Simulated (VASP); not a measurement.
# SiO (Pm-3m) in VASP: settings compared

The runs below take SiO through single point, relaxation of cell and atoms, with PBEsol+D3(BJ), PBEsol+D4.

Program: VASP 6.6.1. These are calculated values, not measurements. Logs are shortened: lines on timing, memory, paths and dates and some standing lists are left out, and cuts for length are marked.

## 1. The cell of the first run

It takes space group Pm-3m (No. 221, cubic). The conventional cell has a = 2.807 Å, b = 2.807 Å, c = 2.807 Å, α = 90.00°, β = 90.00°, γ = 90.00°. Si (site symmetry m-3m) has 8 O at 2.43 Å and 6 Si at 2.81 Å within 3.2 Å. Within 3.2 Å of O (site symmetry m-3m) lie 8 Si at 2.43 Å and 6 O at 2.81 Å.

## 2. Single point, PBEsol+D3(BJ)

INCAR reads:

```
SYSTEM = SiO
  PREC = Accurate
  ENCUT = 520
  EDIFF = 1E-6
  ISMEAR = -1
  SIGMA = 0.05
  LREAL = .False.
  LASPH = .True.
  NELM = 60
  ALGO = Normal
  ISIF = 2
  LWAVE = .False.
  LCHARG = .False.
  GGA = PS
  IVDW = 12
  NBANDS = 12
```

KPOINTS reads:

```
Automatic mesh
0
Gamma
  9 9 9
  0 0 0
```

POSCAR reads:

```
SiO
1.0
    2.8069700000      0.0000000000      0.0000000000
    0.0000000000      2.8069700000      0.0000000000
    0.0000000000      0.0000000000      2.8069700000
Si O
1 1
Direct
    0.0000000000      0.0000000000      0.0000000000
    0.5000000000      0.5000000000      0.5000000000
```

Potentials or basis: VASP PAW PBE potentials, release 64 (Si, O).

Launch:

```
$ cat potpaw_PBE.64/Si/POTCAR potpaw_PBE.64/O/POTCAR > POTCAR
$ mpirun -np 1 vasp_std > vasp.out
```

OUTCAR:

```text
SYSTEM = SiO
   PREC = Accurate
   ENCUT = 520
   EDIFF = 1E-6
   ISMEAR = -1
   LREAL = .False.
   LASPH = .True.
   NELM = 60
   ISIF = 2
   GGA = PS
   IVDW = 12
 IVDW          = 12

 ion  position               nearest neighbor table
   1  0.000  0.000  0.000-   2 2.43   2 2.43   2 2.43   2 2.43   2 2.43   2 2.43   2 2.43   2 2.43

   2  0.500  0.500  0.500-   1 2.43   1 2.43   1 2.43   1 2.43   1 2.43   1 2.43   1 2.43   1 2.43

  LATTYP: Found a simple cubic cell.
 ALAT       =     2.8069700000

  Lattice vectors:

 A1 = (   2.8069700000,   0.0000000000,   0.0000000000)
 A2 = (   0.0000000000,   2.8069700000,   0.0000000000)
 A3 = (   0.0000000000,   0.0000000000,   2.8069700000)

Analysis of symmetry for initial positions (statically):
=====================================================================
 Subroutine PRICEL returns:
 Original cell was already a primitive cell.

 Routine SETGRP: Setting up the symmetry group for a
 simple cubic supercell.

 Subroutine GETGRP returns: Found 48 space group operations
 (whereof 48 operations were pure point group operations)
 out of a pool of 48 trial point group operations.

The static configuration has the point symmetry O_h .

Analysis of symmetry for dynamics (positions and initial velocities):
=====================================================================
 Subroutine PRICEL returns:
 Original cell was already a primitive cell.

 Routine SETGRP: Setting up the symmetry group for a
 simple cubic supercell.

 Subroutine GETGRP returns: Found 48 space group operations
 (whereof 48 operations were pure point group operations)
 out of a pool of 48 trial point group operations.

The dynamic configuration has the point symmetry O_h .

 Subroutine INISYM returns: Found 48 space group operations
 (whereof 48 operations are pure point group operations),
 and found     1 'primitive' translations

----------------------------------------------------------------------------------------

                                     Primitive cell

  volume of cell :      22.1163

  direct lattice vectors                    reciprocal lattice vectors
     2.806970000  0.000000000  0.000000000     0.356256034  0.000000000  0.000000000
     0.000000000  2.806970000  0.000000000     0.000000000  0.356256034  0.000000000
     0.000000000  0.000000000  2.806970000     0.000000000  0.000000000  0.356256034

  length of vectors
     2.806970000  2.806970000  2.806970000     0.356256034  0.356256034  0.356256034

  position of ions in fractional coordinates (direct lattice)
     0.000000000  0.000000000  0.000000000
     0.500000000  0.500000000  0.500000000

  ion indices of the primitive-cell ions
   primitive index   ion index
                 1           1
                 2           2

----------------------------------------------------------------------------------------

 KPOINTS: Automatic mesh

Automatic generation of k-mesh.
 Grid dimensions read from file:
 generate k-points for:    9    9    9

 Generating k-lattice:

  Cartesian coordinates                     Fractional coordinates (reciprocal lattice)
     0.039584004  0.000000000  0.000000000     0.111111111  0.000000000  0.000000000
     0.000000000  0.039584004  0.000000000     0.000000000  0.111111111  0.000000000
     0.000000000  0.000000000  0.039584004     0.000000000  0.000000000  0.111111111

  Length of vectors
     0.039584004  0.039584004  0.039584004

  Shift w.r.t. Gamma in fractional coordinates (k-lattice)
     0.000000000  0.000000000  0.000000000

 Subroutine IBZKPT returns following result:
 ===========================================

 Found     35 irreducible k-points:

 Following reciprocal coordinates:
            Coordinates               Weight
  0.000000  0.000000  0.000000      1.000000
  0.111111  0.000000  0.000000      6.000000
  0.222222  0.000000  0.000000      6.000000
  0.333333  0.000000  0.000000      6.000000
  0.444444  0.000000  0.000000      6.000000
  0.111111  0.111111  0.000000     12.000000
[... 16 lines left out ...]
  0.333333  0.333333  0.111111     24.000000
  0.444444  0.333333  0.111111     48.000000
 [... further k-points ...]
   k-points           NKPTS =     35   k-points in BZ     NKDIM =     35   number of bands    NBANDS=     12
   number of dos      NEDOS =    301   number of ions     NIONS =      2
   total plane-waves  NPLWV =  13824
   dimension x,y,z NGX =    24 NGY =   24 NGZ =   24
   dimension x,y,z NGXF=    48 NGYF=   48 NGZF=   48
   ions per type =               1   1
   NGX,Y,Z   is equivalent  to a cutoff of  14.21, 14.21, 14.21 a.u.
   NGXF,Y,Z  is equivalent  to a cutoff of  28.43, 28.43, 28.43 a.u.
 SYSTEM =  SiO
   PREC   = accura    normal or accurate (medium, high low for compatibility)
   ISTART =      0    job   : 0-new  1-cont  2-samecut
   ICHARG =      2    charge: 1-file 2-atom 10-const
   ISPIN  =      1    spin polarized calculation?
   LNONCOLLINEAR =      F non collinear calculations
   LSORBIT =      F    spin-orbit coupling
   LASPH  =      T    aspherical Exc in radial PAW
   ENCUT  =  520.0 eV  38.22 Ry    6.18 a.u.   5.22  5.22  5.22*2*pi/ulx,y,z
   NELM   =     60;   NELMIN=  2; NELMDL= -5     # of ELM steps
   EDIFF  = 0.1E-05   stopping-criterion for ELM
   LREAL  =      F    real-space projection
   EDIFFG = 0.1E-04   stopping-criterion for IOM
   NSW    =      0    number of steps for IOM
   IBRION =     -1    ionic relax: 0-MD 1-quasi-New 2-CG
   NFREE  =      0    steps in history (QN), initial steepest desc. (CG)
   ISIF   =      2    stress and relaxation
   ISYM   =      2    0-nonsym 1-usesym 2-fastsym
   POTIM  = 0.5000    time-step for ionic-motion
   TEBEG  =    0.0;   TEEND  =   0.0 temperature during run
   PSTRESS=    0.0 pullay stress
   NELECT =      10.0000    total number of electrons
   NUPDOWN=      -1.0000    fix difference up-down
   EMIN   =  10.00;   EMAX   =-10.00  energy-range for DOS
   EFERMI =   0.00;   METHOD = LEGACY
   ISMEAR =    -1;   SIGMA  =   0.05  broadening in eV -4-tet -1-fermi 0-gaus
   EFERMI_NEDOS =   21; number of points for ismear=-14 and -15
   IALGO  =     38    algorithm
   IMIX   =      4    mixing-type and parameters
     AMIX     =   0.40;   BMIX     =  1.00
     AMIX_MAG =   1.60;   BMIX_MAG =  1.00
  volume/ion in A,a.u.               =      11.06        74.62
  Fermi-wavevector in a.u.,A,eV,Ry     =   1.256523  2.374484 21.481554  1.578850
  Thomas-Fermi vector in A             =   2.390227
   LORBIT       =      0    0 simple, 1 ext, 2 COOP (PROOUT), +10 PAW based schemes
   GGA     = PS    functional components
   LHFCALC =     F    Hartree Fock is set to
   AEXX    =    0.0000 exact exchange contribution
   IVDW    =    12    specifies the selected vdW correction
   LEPSILON=     F    determine dielectric tensor
   LRPA    =     F    only Hartree local field effects (RPA)
 non-spin polarized calculation
  energy-cutoff  :      520.00
  volume of cell :       22.12
 maximum number of plane-waves:       619
 NGX is ok and might be reduce to    24
   NGX = 11   NGY = 11   NGZ = 11

 number of electron      10.0000005 magnetization

 Free energy of the ion-electron system (eV)
  ---------------------------------------------------
  ext. energy  EPLUGINS =         0.00000000
  ---------------------------------------------------
  free energy    TOTEN  =       -11.22136178 eV

  energy without entropy =      -11.21884156  energy(sigma->0) =      -11.22010167

 E-fermi :   8.0269     XC(G=0): -11.6000

 val. band max:        7.8050546292   @ k =   0.2222   0.2222   0.2222
 cond. band min:       8.0625630745   @ k =   0.4444   0.1111   0.1111
 fundamental gap:      0.2575084453
 Fermi energy:         8.0269319459

 k-point     1 :       0.0000    0.0000    0.0000
  band No.  band energies     occupation
      1     -11.8199      2.00000
      2       1.1162      2.00000
      3       4.7056      2.00000
      4       4.7056      2.00000
      5       4.7056      2.00000
      6      13.8826      0.00000
      7      13.8826      0.00000
      8      16.1377      0.00000
      9      16.1377      0.00000
     10      16.1377      0.00000
     11      27.1192      0.00000
     12      27.1192      0.00000

 k-point     2 :       0.1111    0.0000    0.0000
  band No.  band energies     occupation
      1     -11.7033      2.00000
      2       0.6593      2.00000
      3       4.7880      2.00000
      4       4.7880      2.00000
      5       4.8312      2.00000
      6      13.1551      0.00000
      7      14.0796      0.00000
      8      16.0048      0.00000
      9      16.0048      0.00000
     10      17.2935      0.00000
     11      26.4357      0.00000
     12      26.4357      0.00000

 k-point     3 :       0.2222    0.0000    0.0000
  band No.  band energies     occupation
      1     -11.3840      2.00000
      2      -0.4457      2.00000
      3       5.0077      2.00000
      4       5.0077      2.00000
      5       5.2582      2.00000
      6      11.8507      0.00000
      7      14.6498      0.00000
      8      15.6326      0.00000
      9      15.6326      0.00000
     10      19.6813      0.00000
     11      25.2777      0.00000
     12      25.2777      0.00000
[... 286 lines left out ...]
 k-point    23 :       0.3333    0.3333    0.1111
  band No.  band energies     occupation
      1     -10.2261      2.00000
      2      -0.4943      2.00000
      3       1.6928      2.00000
      4       5.0990      2.00000
      5       6.5331      2.00000
      6      10.1464      0.00000
      7      11.7595      0.00000
      8      14.7790      0.00000
      9      19.1125      0.00000
     10      21.6856      0.00000
     11      22.2698      0.00000
     12      23.1226      0.00000

 k-point    24 :       0.4444    0.3333    0.1111
  band No.  band energies     occupation
      1     -10.0027      2.00000
      2      -0.4763      2.00000
      3       1.6716      2.00000
      4       5.3146      2.00000
      5       5.3742      2.00000
      6      10.6088      0.00000
      7      11.3649      0.00000
      8      15.2645      0.00000
      9      18.1188      0.00000
     10      21.3452      0.00000
     11      22.1598      0.00000
     12      23.2305      0.00000

 [... further k-points ...]

------------------------ aborting loop because EDIFF is reached ----------------------------------------

 Edisp (eV)   -0.39306

 E8    (eV) :    -0.2310

  FORCE on cell =-STRESS in cart. coord.  units (eV):
  Direction    XX          YY          ZZ          XY          YZ          ZX
  --------------------------------------------------------------------------------------
  -------------------------------------------------------------------------------------
  Total      -0.89194    -0.89194    -0.89194     0.00000    -0.00000    -0.00000
  in kB     -64.61495   -64.61495   -64.61495     0.00000    -0.00000    -0.00000
  external pressure =      -64.61 kB  Pullay stress =        0.00 kB

 VOLUME and BASIS-vectors are now :
 -----------------------------------------------------------------------------
  energy-cutoff  :      520.00
  volume of cell :       22.12
      direct lattice vectors                 reciprocal lattice vectors
     2.806970000  0.000000000  0.000000000     0.356256034  0.000000000  0.000000000
     0.000000000  2.806970000  0.000000000     0.000000000  0.356256034  0.000000000
     0.000000000  0.000000000  2.806970000     0.000000000  0.000000000  0.356256034

 POSITION                                       TOTAL-FORCE (eV/Angst)
 -----------------------------------------------------------------------------------
      0.00000      0.00000      0.00000         0.000000      0.000000      0.000000
      1.40349      1.40349      1.40349         0.000000      0.000000      0.000000
 -----------------------------------------------------------------------------------
    total drift:                                0.000000     -0.000000     -0.000000

  FREE ENERGIE OF THE ION-ELECTRON SYSTEM (eV)
  ---------------------------------------------------
  free  energy   TOTEN  =       -11.6144174621 eV

  energy  without entropy=      -11.6118972418  energy(sigma->0) =      -11.61315735
```

Run time: 15 s. Hardware: 1 thread of AMD EPYC 7R13, shared host; peak memory 0.11 GiB.

What came out:

```
Free energy                : -11.6144 eV
Pressure                   : -6.5 GPa
Band gap on the k mesh     : zero (band 5 reaches 8.06 eV, above the bottom of band 6 at 7.44 eV)
Dispersion energy per atom : -0.197 eV
```

Caveat: three body term missing; the PAW data sets were made with another functional, which shifts forces and pressure a little; pairwise dispersion overbinds metals, which lowers pressure and volume.

## 3. Single point, PBEsol+D4

This run uses another cell than the first one, of 10.54 Å³/atom, 0.953 times its volume.

INCAR reads:

```
SYSTEM = SiO
ALGO = Normal
EDIFF = 1E-7
ENCUT = 520
GGA = PS
ISIF = 2
ISMEAR = -1
IVDW = 13
LASPH = .True.
LCHARG = .False.
LREAL = .False.
LWAVE = .False.
NBANDS = 12
NELM = 100
PREC = Accurate
SIGMA = 0.05
```

KPOINTS reads:

```
k-points
0
Gamma
  9 9 9
  0 0 0
```

POSCAR reads:

```
SiO
1.0
    2.7622751850      0.0000000000      0.0000000000
    0.0000000000      2.7622751850      0.0000000000
    0.0000000000      0.0000000000      2.7622751850
Si O
1 1
Direct
    0.0000000000      0.0000000000      0.0000000000
    0.5000000000      0.5000000000      0.5000000000
```

Potentials or basis: VASP PAW PBE potentials, release 64 (Si, O).

Launch:

```
$ cat potpaw_PBE.64/Si/POTCAR potpaw_PBE.64/O/POTCAR > POTCAR
$ mpirun -np 1 vasp_std > vasp.out
```

It took 20 s on 1 thread of AMD EPYC 7R13, shared host; peak memory 0.1 GiB.

Results (log left out):

```
Free energy                : -11.5577 eV
Pressure                   : 0.0 GPa
Band gap on the k mesh     : zero (band 5 reaches 8.83 eV, above the bottom of band 6 at 8.02 eV)
Dispersion energy per atom : -0.163 eV
```

Levels at points of the mesh, in eV from the Fermi level:
```csv
k point,band 3,band 4,band 5,band 6,band 7,band 8
"(0.00, 0.00, 0.00)",-3.62,-3.62,-3.62,5.68,5.68,8.47
```

Caveat: the PAW data sets were made with another functional, which shifts forces and pressure a little; pairwise dispersion overbinds metals, which lowers pressure and volume.

## 4. Relaxation of cell and atoms, PBEsol+D3(BJ)

INCAR reads:

```
SYSTEM = SiO
  ALGO = Normal
  EDIFF = 1E-6
  EDIFFG = -0.01
  ENCUT = 600
  GGA = PS
  IBRION = 2
  ISIF = 3
  ISMEAR = -1
  IVDW = 12
  LASPH = .TRUE.
  LCHARG = .FALSE.
  LREAL = .FALSE.
  LWAVE = .FALSE.
  NELM = 80
  NSW = 60
  PREC = Accurate
  SIGMA = 0.05
```

KPOINTS reads:

```
k-points
0
G
  9 9 9
  0 0 0
```

POSCAR reads:

```
SiO
1.0
    2.8069700000      0.0000000000      0.0000000000
    0.0000000000      2.8069700000      0.0000000000
    0.0000000000      0.0000000000      2.8069700000
Si O
1 1
Direct
    0.0000000000      0.0000000000      0.0000000000
    0.5000000000      0.5000000000      0.5000000000
```

Launch:

```
$ cat potpaw_PBE.64/Si/POTCAR potpaw_PBE.64/O/POTCAR > POTCAR
$ mpirun -np 1 vasp_std > vasp.out
```

Wall time 27 s (1 thread of AMD EPYC 7R13, shared host); peak memory 0.12 GiB.

The run converged. Its results:

* Free energy: -11.6444 eV
* Relaxed volume: 10.42 Å³/atom
* Relaxed cell: a = 2.752 Å, b = 2.752 Å, c = 2.752 Å, α = 90.00°, β = 90.00°, γ = 90.00°
* Space group after relaxing (to 0.05 Å): Pm-3m (No. 221)
* Energy gained by relaxing: 14.3 meV/atom
* Ionic steps: 3
* Pressure after relaxing: 0.0 GPa
* Band gap on the k mesh: zero (band 5 reaches 9.02 eV, above the bottom of band 6 at 8.16 eV)
* Dispersion energy per atom: -0.207 eV

The path:
| step | energy change (eV) | largest force (eV/Å) | pressure (GPa) | volume (Å³) |
| --- | --- | --- | --- | --- |
| 1 | 0.0000 | 0.0000 | -6.55 | 22.12 |
| 2 | -0.0282 | 0.0000 | 0.98 | 20.70 |
| 3 | -0.0286 | 0.0000 | 0.01 | 20.84 |

Final structure:
```
Si O
1.0
     2.75190    0.00000    0.00000
     0.00000    2.75190    0.00000
     0.00000    0.00000    2.75190
Si O
1 1
Direct
  0.00000 0.00000 0.00000
  0.50000 0.50000 0.50000
```

Levels at points of the mesh, in eV from the Fermi level:
```csv
k point,band 1,band 2,band 3,band 4,band 5,band 6,band 7,band 8,band 9
"(0.00, 0.00, 0.00)",-20.53,-6.84,-3.68,-3.68,-3.68,5.65,5.65,8.56,8.56
```

Caveat: the PAW data sets were made with another functional, which shifts forces and pressure a little; pairwise dispersion overbinds metals, which lowers pressure and volume.

## 5. The runs side by side

```tsv
task	level	cell	cutoff (eV)	gap on the mesh (eV)	pressure (GPa)
single point	PBEsol+D3(BJ)	a = 2.807 Å, 2 atoms	520	none	-6.5
single point	PBEsol+D4	a = 2.762 Å, 2 atoms	520	none	0.0
relaxation of cell and atoms	PBEsol+D3(BJ)	relaxed from a = 2.807 Å, 2 atoms	600	none	0.0
```

Alike in all rows: potentials or basis VASP PAW PBE potentials, release 64 (Si, O); no spin polarisation; k mesh 9 × 9 × 9; smearing fermi-dirac 0.05 eV.

Caveats: the PAW data sets were made with another functional, which shifts forces and pressure a little; pairwise dispersion overbinds metals, which lowers pressure and volume; three body term missing (some runs).

Absolute energies hang on the potentials; compare differences alone.
